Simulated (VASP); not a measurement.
# BeAl15HN16 (a cell with a defect) in VASP: electric field gradients with PBE

Aim: the electric field gradients of BeAl15HN16 (a cell with a defect) with PBE.

Everything below comes from runs of VASP 6.6.1. Logs are shortened: lines on timing, memory, paths and dates and some standing lists are left out, and cuts for length are marked.

## 1. The cell of the first run

The cell holds a defect, 33 atoms: a = 6.260 Å, b = 6.260 Å, c = 10.035 Å, α = 90.00°, β = 90.00°, γ = 120.00°.

## 2. Electric field gradients, PBE, collinear spin

The input, INCAR:

```
PREC = Accurate
ENCUT = 520
EDIFF = 1E-8
ISMEAR = -1
SIGMA = 0.01
LREAL = Auto
LASPH = True
NELM = 200
ALGO = Normal
ISIF = 2
LWAVE = False
LCHARG = False
ISPIN = 2
MAGMOM = 0 0 0 0 0 0 0 0 0 0 0 0 0 0 0 0.03 0.08 0 0 0.02 0.09 0.03 0 0 0.09 0.04 0 0 0 0.04 0.01 0 0.43
LORBIT = 11
NUPDOWN = 1.0
GGA = PE
LEFG = True
NELECT = 129.0
NBANDS = 90
GGA_COMPAT = False
ISYM = -1
KPAR = 1
```

The input, KPOINTS:

```
explicit points
4
Reciprocal
  0.25000000   0.25000000   0.25000000 2
  0.25000000   0.25000000   0.75000000 2
  0.25000000   0.75000000   0.25000000 2
  0.25000000   0.75000000   0.75000000 2
```

The input, POSCAR:

```
BeAl15HN16
1.0
    6.2595139128      0.0000000578      0.0000000000
   -3.1297570064      5.4208980350      0.0000000000
    0.0000000000      0.0000000000     10.0348065929
Al Be N H
15 1 16 1
Direct
    0.3325390676      0.1683729846      0.2569657944
    0.3299243013      0.1710459785      0.7470723124
    0.1650445732      0.3358993095      1.0018462426
    0.3319093499      0.6692963003      0.2567052267
    0.1655558387      0.8362892221      0.5010642040
    0.3295589138      0.6641853213      0.7468855355
    0.1657412414      0.8364070713      1.0000030898
    0.8316912387      0.1691156652      0.2567415083
    0.6645900594      0.3353729230      0.5010549319
    0.8367192111      0.1713449228      0.7468551005
    0.6645469593      0.3351819804      0.9999756037
    0.8318185308      0.6691751152      0.2509152388
    0.6644219617      0.8365424574      0.5011473567
    0.8318810707      0.6689900740      0.7502230302
    0.6646511043      0.8362877667      1.0001039250
    0.1668685813      0.3339623874      0.5075366305
    0.3240051496      0.1767852403      0.4469145744
    0.1666544748      0.3342848172      0.1908621632
    0.3303002647      0.1706161568      0.9391253071
    0.1666553887      0.3342277644      0.6865832358
    0.3226125144      0.6564903744      0.4468899391
    0.1632507973      0.8327721049      0.1888583566
    0.3301873193      0.6698344301      0.9391055267
    0.1656684599      0.8340488583      0.6916300351
    0.8445044811      0.1784194768      0.4469421353
    0.6680317207      0.3376405804      0.1888547865
    0.8310517349      0.1706402881      0.9390869830
    0.6668550589      0.3351878083      0.6916136339
    0.8302183515      0.6706782934      0.4405740723
    0.6677902623      0.8333100859      0.1891241914
    0.8304934088      0.6703380396      0.9398988424
    0.6666990001      0.8341204220      0.6915806783
    0.5013453543     -0.0001728643      0.3452565642
```

Potentials or basis: VASP PAW PBE potentials, release 64 (Al, Be, N, H).

Launch:

```console
> cat potpaw_PBE.64/Al/POTCAR potpaw_PBE.64/Be/POTCAR potpaw_PBE.64/N/POTCAR potpaw_PBE.64/H/POTCAR > POTCAR
> mpirun -np 4 vasp_std > vasp.out
```

OUTCAR:

```text
PREC = Accurate
   ENCUT = 520
   EDIFF = 1E-8
   ISMEAR = -1
   LREAL = Auto
   LASPH = True
   NELM = 200
   ISIF = 2
   ISPIN = 2
   LORBIT = 11
   NUPDOWN = 1.0
   GGA = PE
   NELECT = 129.0
   ISYM = -1

 ion  position               nearest neighbor table
   1  0.333  0.168  0.257-  17 1.91  18 1.92  26 1.94  22 1.94  33 2.03   9 3.04   5 3.04   4 3.12
                             8 3.12  12 3.13  12 3.13   8 3.14   4 3.14   3 3.14   7 3.14  11 3.14
   2  0.330  0.171  0.747-  20 1.87  28 1.91  24 1.91  19 1.93   9 3.06   5 3.06   6 3.09  10 3.09
                             3 3.12  11 3.12   7 3.12  14 3.13  14 3.13  10 3.17   6 3.17
   3  0.165  0.336  0.002-  18 1.90  19 1.90  23 1.92  27 1.92   6 3.12  10 3.12   2 3.12   7 3.13
                            11 3.13  15 3.13  15 3.13  11 3.13   7 3.13   4 3.13   8 3.13   1 3.14
   4  0.332  0.669  0.257-  21 1.91  22 1.92  18 1.93  30 1.94  33 2.00  13 3.04   5 3.05   1 3.12
                             8 3.13  12 3.13  12 3.13   8 3.13   3 3.13   1 3.14  15 3.14   7 3.15
   5  0.166  0.836  0.501-  21 1.91  24 1.91  29 1.92  17 1.93   1 3.04   4 3.05   2 3.06   6 3.07
                            14 3.09  12 3.09  13 3.12   9 3.12   9 3.14  13 3.14
   6  0.330  0.664  0.747-  20 1.89  24 1.89  32 1.91  23 1.93  13 3.06   5 3.07  10 3.08   2 3.09
                             3 3.12  15 3.12   7 3.13  14 3.13  14 3.13   2 3.17  10 3.17
   7  0.166  0.836  0.000-  22 1.90  23 1.90  19 1.91  31 1.91  14 3.09  12 3.10   2 3.12  11 3.12
                            15 3.12   6 3.13   3 3.13   3 3.13  15 3.14  11 3.14   1 3.14   4 3.15
   8  0.832  0.169  0.257-  25 1.91  26 1.93  18 1.93  30 1.94  33 2.00  13 3.04   9 3.05   1 3.12
                             4 3.13  12 3.13  12 3.13   4 3.13   3 3.13   1 3.14  15 3.14  11 3.15
   9  0.665  0.335  0.501-  25 1.91  28 1.91  29 1.92  17 1.93   1 3.04   8 3.05   2 3.06  10 3.07
[... 15 lines left out ...]
  18  0.167  0.334  0.191-   3 1.90   1 1.92   8 1.93   4 1.93
  19  0.330  0.171  0.939-   3 1.90   7 1.91  11 1.91   2 1.93
  20  0.167  0.334  0.687-  16 1.80   2 1.87  10 1.89   6 1.89
  21  0.323  0.656  0.447-  16 1.85   5 1.91   4 1.91  13 1.93
[... 9 lines left out ...]
  31  0.830  0.670  0.940-  15 1.90  14 1.90  11 1.91   7 1.91
  32  0.667  0.834  0.692-  14 1.88   6 1.91  10 1.91  13 1.91
  33  0.501  1.000  0.345-   8 2.00   4 2.00   1 2.03

IMPORTANT INFORMATION: All symmetrisations will be switched off!
NOSYMM: (Re-)initialisation of all symmetry stuff for point group C_1.

----------------------------------------------------------------------------------------

                                     Primitive cell

  volume of cell :     340.5029

  direct lattice vectors                    reciprocal lattice vectors
     6.259513913  0.000000058  0.000000000     0.159756813  0.092235641  0.000000000
    -3.129757006  5.420898035  0.000000000    -0.000000002  0.184471279  0.000000000
     0.000000000  0.000000000 10.034806593     0.000000000  0.000000000  0.099653141

  length of vectors
     6.259513913  6.259513913 10.034806593     0.184471279  0.184471279  0.099653141

  position of ions in fractional coordinates (direct lattice)
     0.332539068  0.168372985  0.256965794
     0.329924301  0.171045978  0.747072312
     0.165044573  0.335899310  0.001846243
     0.331909350  0.669296300  0.256705227
     0.165555839  0.836289222  0.501064204
     0.329558914  0.664185321  0.746885535
[... 25 lines left out ...]
     0.666699000  0.834120422  0.691580678
     0.501345354  0.999827136  0.345256564

  ion indices of the primitive-cell ions
   primitive index   ion index
                 1           1
                 2           2
                 3           3
                 4           4
                 5           5
                 6           6
[... 25 lines left out ...]
                32          32
                33          33

----------------------------------------------------------------------------------------

 KPOINTS: explicit points

Read explicit list of k-points.

 Found      4 k-points:

 Following reciprocal coordinates:
            Coordinates               Weight
  0.250000  0.250000  0.250000      0.250000
  0.250000  0.250000  0.750000      0.250000
  0.250000  0.750000  0.250000      0.250000
  0.250000  0.750000  0.750000      0.250000
   k-points           NKPTS =      4   k-points in BZ     NKDIM =      4   number of bands    NBANDS=     92
   number of dos      NEDOS =    301   number of ions     NIONS =     33
   total plane-waves  NPLWV = 184320
[... 66 lines left out ...]
 cond. band min:       7.7169424593   @ k =   0.2500   0.7500   0.7500
 fundamental gap:      0.7888450780
 Fermi energy:         7.2346733823

 spin component 1

 k-point     1 :       0.2500    0.2500    0.2500
  band No.  band energies     occupation
      1      -8.7431      1.00000
      2      -8.3006      1.00000
      3      -8.1512      1.00000
      4      -8.0422      1.00000
      5      -7.7828      1.00000
      6      -7.6293      1.00000
[... 305 lines left out ...]
     75      12.0364      0.00000
     76      12.0695      0.00000
 Fermi energy:         6.1483320812

 spin component 2

 k-point     1 :       0.2500    0.2500    0.2500
  band No.  band energies     occupation
      1      -8.7197      1.00000
      2      -8.2645      1.00000
      3      -8.1275      1.00000
      4      -8.0251      1.00000
      5      -7.7470      1.00000
      6      -7.6012      1.00000
[... 305 lines left out ...]
     75      12.0505      0.00000
     76      12.0872      0.00000
 [bands above 76 left out]

------------------------ aborting loop because EDIFF is reached ----------------------------------------

  FORCE on cell =-STRESS in cart. coord.  units (eV):
  Direction    XX          YY          ZZ          XY          YZ          ZX
  --------------------------------------------------------------------------------------
  -------------------------------------------------------------------------------------
  Total        5.4051959      4.3995445      9.0714583     -0.8730827     -0.0083604     -0.0158489
  in kB       25.4332095     20.7012914     42.6841695     -4.1081386     -0.0393383     -0.0745745
  external PRESSURE =      29.6062235 kB  Pullay stress =       0.0000000 kB

 VOLUME and BASIS-vectors are now :
 -----------------------------------------------------------------------------
  energy-cutoff  :      520.00
  volume of cell :      340.50
      direct lattice vectors                 reciprocal lattice vectors
     6.259513913  0.000000058  0.000000000     0.159756813  0.092235641  0.000000000
    -3.129757006  5.420898035  0.000000000    -0.000000002  0.184471279  0.000000000
     0.000000000  0.000000000 10.034806593     0.000000000  0.000000000  0.099653141

 POSITION                                       TOTAL-FORCE (eV/Angst)
 -----------------------------------------------------------------------------------
      1.55457      0.91273      2.57860         0.103794     -0.062125     -0.126638
      1.52983      0.92722      7.49673         0.145406     -0.088145     -0.083166
     -0.01818      1.82088      0.01853        -0.127601      0.070511     -0.086661
     -0.01714      3.62819      2.57599         0.105128     -0.062439     -0.086742
     -1.58108      4.53344      5.02808        -0.125625      0.040469     -0.080540
     -0.01586      3.60048      7.49485         0.128414     -0.068424     -0.098675
[... 25 lines left out ...]
      1.56262      4.52168      6.93988        -0.198907      0.119321      0.080781
      0.00896      5.41996      3.46458        -0.041655      0.021869     -0.045663
 -----------------------------------------------------------------------------------
    total drift:                               -0.018848      0.003047      0.008543

  FREE ENERGIE OF THE ION-ELECTRON SYSTEM (eV)
  ---------------------------------------------------
  free  energy   TOTEN  =      -229.9952483873 eV

  energy  without entropy=     -229.9952483873  energy(sigma->0) =     -229.99524839

 Electric field gradients (V/A^2)
---------------------------------------------------------------------
 ion       V_xx      V_yy      V_zz      V_xy      V_xz      V_yz
---------------------------------------------------------------------
   1       1.866     4.747    -6.613     2.425    -1.391     0.857
   2      -7.889    -2.459    10.348     4.631    -3.956     2.305
   3       0.565     1.811    -2.376     1.151     0.872    -0.484
   4       4.723     1.422    -6.145     1.047    -0.912    -0.348
   5      -1.730    -4.003     5.733     4.185    -0.488    -1.449
   6      -1.869    -8.893    10.763     1.378    -0.881    -2.886
[... 25 lines left out ...]
  32       1.653     0.410    -2.063    -1.104     0.156    -0.107
  33       0.554     0.604    -1.158     0.055    -0.137     0.076
---------------------------------------------------------------------

 Electric field gradients after diagonalization (V/A^2)
 (convention: |V_zz| > |V_xx| > |V_yy|)
----------------------------------------------------------------------
 ion       V_xx      V_yy      V_zz     asymmetry (V_yy - V_xx)/ V_zz
----------------------------------------------------------------------
   1       6.127     0.844    -6.971       0.758
   2      11.307     0.194   -11.501       0.966
   3       2.497     0.257    -2.754       0.813
   4       5.111     1.119    -6.230       0.641
   5       6.132     1.128    -7.260       0.689
   6      -9.510    -1.754    11.265       0.689
[... 25 lines left out ...]
  32      -2.071    -0.235     2.306       0.796
  33       0.639     0.534    -1.173       0.090
----------------------------------------------------------------------

           NMR quadrupolar parameters

 Cq : quadrupolar parameter    Cq=e*Q*V_zz/h
 eta: asymmetry parameters     (V_yy - V_xx)/ V_zz
 Q  : nuclear electric quadrupole moment in mb (millibarn)
----------------------------------------------------------------------
 ion       Cq(MHz)       eta       Q (mb)
----------------------------------------------------------------------
   1      -0.017       0.758       1.000
   2      -0.028       0.966       1.000
   3      -0.007       0.813       1.000
   4      -0.015       0.641       1.000
   5      -0.018       0.689       1.000
   6       0.027       0.689       1.000
[... 25 lines left out ...]
  32       0.006       0.796       1.000
  33      -0.003       0.090       1.000
----------------------------------------------------------------------

 total charge

# of ion       s       p       d       tot
------------------------------------------
    1        0.363   0.423   0.000   0.786
    2        0.370   0.436   0.000   0.806
    3        0.369   0.434   0.000   0.804
    4        0.363   0.423   0.000   0.786
    5        0.370   0.430   0.000   0.799
    6        0.369   0.435   0.000   0.804
[... 25 lines left out ...]
   32        1.223   2.635   0.000   3.859
   33        0.494   0.015   0.000   0.509
--------------------------------------------------
tot         25.990  48.988   0.000  74.979

 magnetization (x)

# of ion       s       p       d       tot
------------------------------------------
    1       -0.000  -0.001   0.000  -0.001
    2       -0.000   0.000   0.000   0.000
    3        0.000  -0.000   0.000   0.000
    4       -0.000  -0.001   0.000  -0.001
    5        0.001   0.000   0.000   0.001
    6        0.000   0.000   0.000   0.000
[... 25 lines left out ...]
   32       -0.000  -0.000   0.000  -0.000
   33        0.241   0.002   0.000   0.243
--------------------------------------------------
tot          0.271   0.368   0.000   0.639
```

Run time: 1.8 min. Hardware: 4 MPI ranks of Intel Xeon 6975P-C (Granite Rapids), shared host; peak memory 0.28 GiB.

What came out:

| Item | Value |
| --- | --- |
| Free energy | -229.9952 eV |
| Largest force | 0.354 eV/Å |
| Net moment | 1.00 μB per cell |
| Site moments | Al -0.00, +0.00 (each value once); Be +0.05; N +0.07, +0.00, +0.01, +0.08, +0.03, -0.00 (each value once); H +0.24 μB |
| Largest electric field gradient by atom | Al -7.0, -11.5, -2.8, -6.2, -7.3, +11.3, -2.7, -7.2, -2.4, +6.4, +4.5, -1.3 (each value once); Be -1.2; N +6.7, -3.1, -1.8, +1.1, +8.3, -2.7, -1.6, -2.2, -2.1, +2.1, -1.7, +2.3 (each value once); H -1.2 V/Å² |
| Valence electrons inside the program's atomic spheres | Al 0.79, 0.81, 0.80 (each value once); Be 1.03; N 3.80, 3.84, 3.85, 3.86 (each value once); H 0.51 |

Forces in eV/Å, atoms in the order of the input:
```
Al   0.104 -0.062 -0.127
Al   0.145 -0.088 -0.083
Al  -0.128  0.071 -0.087
Al   0.105 -0.062 -0.087
Al  -0.126  0.040 -0.081
Al   0.128 -0.068 -0.099
Al  -0.138  0.047 -0.092
Al   0.104 -0.059 -0.091
Al  -0.102  0.086 -0.080
Al   0.125 -0.083 -0.096
Al  -0.112  0.090 -0.086
Al   0.142 -0.089 -0.116
Al  -0.161  0.091 -0.124
Al   0.143 -0.083 -0.087
Al  -0.123  0.067 -0.094
Be  -0.169  0.101 -0.117
N    0.232 -0.129  0.122
N   -0.171  0.100  0.086
N    0.192 -0.110  0.083
N   -0.199  0.118  0.136
N    0.317  0.094  0.119
N   -0.172  0.099  0.144
N    0.201 -0.102  0.084
N   -0.202  0.116  0.089
N    0.078 -0.326  0.115
N   -0.163  0.107  0.144
N    0.190 -0.114  0.083
N   -0.204  0.122  0.090
N    0.183 -0.104  0.088
N   -0.163  0.090  0.069
N    0.182 -0.099  0.060
N   -0.199  0.119  0.081
H   -0.042  0.022 -0.046
```

Electric field gradients, principal values (V/Å²):
| atom | least | middle | greatest (by size) |
| --- | --- | --- | --- |
| 1 Al | 0.844 | 6.127 | -6.971 |
| 2 Al | 0.194 | 11.307 | -11.501 |
| 3 Al | 0.257 | 2.497 | -2.754 |
| 4 Al | 1.119 | 5.111 | -6.230 |
| 5 Al | 1.128 | 6.132 | -7.260 |
| 6 Al | -1.754 | -9.510 | 11.265 |
| 7 Al | 0.061 | 2.592 | -2.653 |
| 8 Al | 1.091 | 5.123 | -6.215 |
| 9 Al | 1.079 | 6.158 | -7.237 |
| 10 Al | -1.732 | -9.576 | 11.308 |
| 11 Al | 0.128 | 2.523 | -2.651 |
| 12 Al | 0.804 | 1.614 | -2.417 |
| 13 Al | -2.302 | -4.070 | 6.373 |
| 14 Al | -0.702 | -3.793 | 4.495 |
| 15 Al | 0.414 | 0.902 | -1.315 |
| 16 Be | 0.081 | 1.101 | -1.182 |
| 17 N | -2.936 | -3.799 | 6.735 |
| 18 N | 0.734 | 2.378 | -3.112 |
| 19 N | 0.097 | 1.709 | -1.806 |
| 20 N | -0.292 | -0.853 | 1.144 |
| 21 N | -3.896 | -4.430 | 8.326 |
| 22 N | 0.576 | 2.141 | -2.717 |
| 23 N | 0.424 | 1.193 | -1.617 |
| 24 N | 0.269 | 1.883 | -2.152 |
| 25 N | -3.882 | -4.426 | 8.309 |
| 26 N | 0.594 | 2.120 | -2.715 |
| 27 N | 0.393 | 1.207 | -1.600 |
| 28 N | 0.259 | 1.888 | -2.147 |
| 29 N | -0.522 | -1.547 | 2.069 |
| 30 N | 0.800 | 0.881 | -1.681 |
| 31 N | 0.820 | 1.891 | -2.711 |
| 32 N | -0.235 | -2.071 | 2.306 |
| 33 H | 0.534 | 0.639 | -1.173 |

Caveat: the cell carries a net charge on a neutralising background, which shifts energy and pressure; the cell is charged against a uniform background, so pressure and absolute levels hang on convention; without QUAD_EFG the Cq values of the log hold for a quadrupole moment of 1 mb, not for the nuclei; the total moment is fixed, so each spin has its own Fermi level and the state may be an excited one.
